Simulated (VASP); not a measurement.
# CdSe (F-43m) in VASP: notebook

CdSe is run at these levels: PBE; tasks: single point.

Everything below comes from runs of VASP 6.6.1. Logs are shortened: lines on timing, memory, paths and dates and some standing lists are left out, and cuts for length are marked.

**1. The cell of the first run**

The structure is cubic, space group F-43m (No. 216). The conventional cell has a = 6.015 Å, b = 6.015 Å, c = 6.015 Å, α = 90.00°, β = 90.00°, γ = 90.00°. Cd (site symmetry -43m) has 4 Se at 2.60 Å within 3.4 Å. Within 3.4 Å of Se (site symmetry -43m) lie 4 Cd at 2.60 Å.

**2. Single point, PBE**

Contents of INCAR:

```
PREC = Accurate
ENCUT = 520
EDIFF = 1E-6
ISMEAR = -1
SIGMA = 0.1
LREAL = F
LASPH = T
NELM = 60
ALGO = Normal
ISIF = 2
LWAVE = F
LCHARG = F
GGA = PE
NBANDS = 16
```

Contents of KPOINTS:

```
Automatic mesh
0
Gamma
  6 6 6
```

Contents of POSCAR:

```
CdSe
1.0
    0.0000000000      3.0075938420      3.0075938420
    3.0075938420      0.0000000000      3.0075938420
    3.0075938420      3.0075938420      0.0000000000
Cd Se
1 1
Direct
    0.0000000000      0.0000000000      0.0000000000
    0.7500000000      0.7500000000      0.7500000000
```

Potentials or basis: VASP PAW PBE potentials, release 64 (Cd, Se).

Launch:

```sh
cat potpaw_PBE.64/Cd/POTCAR potpaw_PBE.64/Se/POTCAR > POTCAR
mpirun -np 1 vasp_std > vasp.out
```

OUTCAR:

```text
PREC = Accurate
   ENCUT = 520
   EDIFF = 1E-6
   ISMEAR = -1
   LREAL = F
   LASPH = T
   NELM = 60
   ISIF = 2
   GGA = PE

 ion  position               nearest neighbor table
   1  0.000  0.000  0.000-   2 2.60   2 2.60   2 2.60   2 2.60
   2  0.750  0.750  0.750-   1 2.60   1 2.60   1 2.60   1 2.60

  LATTYP: Found a face centered cubic cell.
 ALAT       =     6.0151876840

  Lattice vectors:

 A1 = (   0.0000000000,   3.0075938420,   3.0075938420)
 A2 = (   3.0075938420,   0.0000000000,   3.0075938420)
 A3 = (   3.0075938420,   3.0075938420,   0.0000000000)

Analysis of symmetry for initial positions (statically):
=====================================================================
 Subroutine PRICEL returns:
 Original cell was already a primitive cell.

 Routine SETGRP: Setting up the symmetry group for a
 face centered cubic supercell.

 Subroutine GETGRP returns: Found 24 space group operations
 (whereof 24 operations were pure point group operations)
 out of a pool of 48 trial point group operations.

The static configuration has the point symmetry T_d .

Analysis of symmetry for dynamics (positions and initial velocities):
=====================================================================
 Subroutine PRICEL returns:
 Original cell was already a primitive cell.

 Routine SETGRP: Setting up the symmetry group for a
 face centered cubic supercell.

 Subroutine GETGRP returns: Found 24 space group operations
 (whereof 24 operations were pure point group operations)
 out of a pool of 48 trial point group operations.

The dynamic configuration has the point symmetry T_d .

 Subroutine INISYM returns: Found 24 space group operations
 (whereof 24 operations are pure point group operations),
 and found     1 'primitive' translations

----------------------------------------------------------------------------------------

                                     Primitive cell

  volume of cell :      54.4111

  direct lattice vectors                    reciprocal lattice vectors
     0.000000000  3.007593842  3.007593842    -0.166245852  0.166245852  0.166245852
     3.007593842  0.000000000  3.007593842     0.166245852 -0.166245852  0.166245852
     3.007593842  3.007593842  0.000000000     0.166245852  0.166245852 -0.166245852

  length of vectors
[... 67 lines left out ...]
   ISPIN  =      1    spin polarized calculation?
   LNONCOLLINEAR =      F non collinear calculations
   LSORBIT =      F    spin-orbit coupling
   LASPH  =      T    aspherical Exc in radial PAW
   ENCUT  =  520.0 eV  38.22 Ry    6.18 a.u.   7.91  7.91  7.91*2*pi/ulx,y,z
   NELM   =     60;   NELMIN=  2; NELMDL= -5     # of ELM steps
   EDIFF  = 0.1E-05   stopping-criterion for ELM
   LREAL  =      F    real-space projection
   EDIFFG = 0.1E-04   stopping-criterion for IOM
   NSW    =      0    number of steps for IOM
   IBRION =     -1    ionic relax: 0-MD 1-quasi-New 2-CG
   NFREE  =      0    steps in history (QN), initial steepest desc. (CG)
   ISIF   =      2    stress and relaxation
   ISYM   =      2    0-nonsym 1-usesym 2-fastsym
   POTIM  = 0.5000    time-step for ionic-motion
   TEBEG  =    0.0;   TEEND  =   0.0 temperature during run
   PSTRESS=    0.0 pullay stress
   NELECT =      18.0000    total number of electrons
   NUPDOWN=      -1.0000    fix difference up-down
   EMIN   =  10.00;   EMAX   =-10.00  energy-range for DOS
   EFERMI =   0.00;   METHOD = LEGACY
   ISMEAR =    -1;   SIGMA  =   0.10  broadening in eV -4-tet -1-fermi 0-gaus
   EFERMI_NEDOS =   21; number of points for ismear=-14 and -15
   IALGO  =     38    algorithm
   IMIX   =      4    mixing-type and parameters
     AMIX     =   0.40;   BMIX     =  1.00
     AMIX_MAG =   1.60;   BMIX_MAG =  1.00
  volume/ion in A,a.u.               =      27.21       183.59
  Fermi-wavevector in a.u.,A,eV,Ry     =   1.132235  2.139613 17.442064  1.281956
  Thomas-Fermi vector in A             =   2.268935
   LORBIT       =      0    0 simple, 1 ext, 2 COOP (PROOUT), +10 PAW based schemes
   GGA     = PE    functional components
   LHFCALC =     F    Hartree Fock is set to
   AEXX    =    0.0000 exact exchange contribution
   IVDW    =     0    specifies the selected vdW correction
   LEPSILON=     F    determine dielectric tensor
   LRPA    =     F    only Hartree local field effects (RPA)
 non-spin polarized calculation
  energy-cutoff  :      520.00
  volume of cell :       54.41
 maximum number of plane-waves:      1484
   NGX = 15   NGY = 15   NGZ = 15

 number of electron      17.9999992 magnetization

 Free energy of the ion-electron system (eV)
  ---------------------------------------------------
  ext. energy  EPLUGINS =         0.00000000
  ---------------------------------------------------
  free energy    TOTEN  =        -5.41445184 eV

  energy without entropy =       -5.41377773  energy(sigma->0) =       -5.41411479

 E-fermi :   1.6402     XC(G=0):  -9.0376

 val. band max:        1.2169180639   @ k =   0.0000   0.0000   0.0000
 cond. band min:       1.8934563726   @ k =   0.0000   0.0000   0.0000
 fundamental gap:      0.6765383087
 Fermi energy:         1.6401550354

 k-point     1 :       0.0000    0.0000    0.0000
  band No.  band energies     occupation
      1     -11.5705      2.00000
      2      -6.8410      2.00000
      3      -6.8410      2.00000
      4      -6.8410      2.00000
      5      -6.4294      2.00000
      6      -6.4294      2.00000
[... 281 lines left out ...]
      3      -6.6118      2.00000
      4      -6.4996      2.00000
      5      -6.3996      2.00000
      6      -5.9297      2.00000
[... 8 lines left out ...]
     15      14.1947      0.00000
     16      14.3123      0.00000

------------------------ aborting loop because EDIFF is reached ----------------------------------------

  FORCE on cell =-STRESS in cart. coord.  units (eV):
  Direction    XX          YY          ZZ          XY          YZ          ZX
  --------------------------------------------------------------------------------------
  -------------------------------------------------------------------------------------
  Total        1.8007359      1.8007359      1.8007359      0.0000000      0.0000000      0.0000000
  in kB       53.0240689     53.0240689     53.0240689      0.0000000      0.0000000      0.0000000
  external PRESSURE =      53.0240689 kB  Pullay stress =       0.0000000 kB

 VOLUME and BASIS-vectors are now :
 -----------------------------------------------------------------------------
  energy-cutoff  :      520.00
  volume of cell :       54.41
      direct lattice vectors                 reciprocal lattice vectors
     0.000000000  3.007593842  3.007593842    -0.166245852  0.166245852  0.166245852
     3.007593842  0.000000000  3.007593842     0.166245852 -0.166245852  0.166245852
     3.007593842  3.007593842  0.000000000     0.166245852  0.166245852 -0.166245852

 POSITION                                       TOTAL-FORCE (eV/Angst)
 -----------------------------------------------------------------------------------
      0.00000      0.00000      0.00000        -0.000000     -0.000000     -0.000000
      4.51139      4.51139      4.51139         0.000000      0.000000      0.000000
 -----------------------------------------------------------------------------------
    total drift:                                0.000000      0.000000      0.000000

  FREE ENERGIE OF THE ION-ELECTRON SYSTEM (eV)
  ---------------------------------------------------
  free  energy   TOTEN  =        -5.4144518408 eV

  energy  without entropy=       -5.4137777307  energy(sigma->0) =       -5.41411479
```

OSZICAR:

```text
N       E                     dE             d eps       ncg     rms          rms(c)
DAV:   1     0.106524287503E+03    0.10652E+03   -0.89378E+03   520   0.102E+03
DAV:   2    -0.186402962163E+01   -0.10839E+03   -0.10332E+03   624   0.248E+02
DAV:   3    -0.577134380068E+01   -0.39073E+01   -0.39013E+01   640   0.489E+01
DAV:   4    -0.578727348384E+01   -0.15930E-01   -0.15929E-01   640   0.310E+00
DAV:   5    -0.578737852035E+01   -0.10504E-03   -0.10504E-03   632   0.214E-01    0.672E+00
DAV:   6    -0.543644879582E+01    0.35093E+00   -0.52341E-01   744   0.904E+00    0.524E+00
DAV:   7    -0.541327654506E+01    0.23172E-01   -0.15448E-01   584   0.263E+00    0.219E+00
DAV:   8    -0.541419860705E+01   -0.92206E-03   -0.15220E-02   576   0.153E+00    0.262E-01
DAV:   9    -0.541433878689E+01   -0.14018E-03   -0.15406E-03   608   0.528E-01    0.481E-02
DAV:  10    -0.541440579225E+01   -0.67005E-04   -0.16545E-04   616   0.165E-01    0.415E-02
DAV:  11    -0.541445191310E+01   -0.46121E-04   -0.75426E-05   584   0.555E-02    0.139E-02
DAV:  12    -0.541445184077E+01    0.72328E-07   -0.25470E-06   600   0.216E-02
   1 F= -.54144518E+01 E0= -.54141148E+01  d E =-.674110E-03
```

stdout:

```text
POSCAR found type information on POSCAR CdSe
 POSCAR found :  2 types and       2 ions
 scaLAPACK will be used
 LDA part: xc-table for (Slater+PW92), standard interpolation
 POSCAR, INCAR and KPOINTS ok, starting setup
 FFT: planning ... GRIDC
 FFT: planning ... GRID_SOFT
 FFT: planning ... GRID
 WAVECAR not read
 entering main loop
```

It took 10 s on 1 thread of Intel Xeon Platinum 8488C (Sapphire Rapids), shared host; peak memory 0.18 GiB.

What came out:

```
Free energy            : -5.4145 eV
Pressure               : 5.3 GPa
Band gap on the k mesh : 0.68 eV, direct
```

(Part 1 of 2 ends here.)
